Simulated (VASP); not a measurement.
A run of VASP 6.6.1 is set up as follows.

INCAR

```
ALGO = Fast ; EDIFF = 1E-7
ENCUT = 520 ; GGA = PS
ISIF = 2 ; ISMEAR = 0
LASPH = T ; LCHARG = F
LREAL = F ; LWAVE = F
NBANDS = 34 ; NELM = 100
PREC = Accurate ; SIGMA = 0.1
```

Contents of KPOINTS:

```
k-points
0
Gamma
  10 10 10
```

The input POSCAR:

```
CoPb3
1.0
    4.6069181517      0.0000000000      0.0000000000
    0.0000000000      4.6069181517      0.0000000000
    0.0000000000      0.0000000000      4.6069181517
Pb Co
3 1
Direct
    0.0000000000      0.5000000000      0.5000000000
    0.5000000000      0.0000000000      0.5000000000
    0.5000000000      0.5000000000      0.0000000000
    0.0000000000      0.0000000000      0.0000000000
```

Potentials or basis: VASP PAW PBE potentials, release 64 (Pb_d, Co).

Launch:

```sh
$ cat potpaw_PBE.64/Pb_d/POTCAR potpaw_PBE.64/Co/POTCAR > POTCAR
$ mpirun -np 1 vasp_std > vasp.out
```

Question: Predict the pressure.

Answer: -1.4 GPa.

Question: Predict the band gap on the k mesh.

Answer: Zero (an odd number of electrons rules out a gap without spin polarisation).

Caveat: the PAW data sets were made with another functional, which shifts forces and pressure a little; spin-orbit coupling is left out, which moves the levels of the heavy elements; the run has no spin polarisation, though such a crystal can be magnetic. Spin polarisation is off, so any magnetic state and its effect on volume and gap are missing.
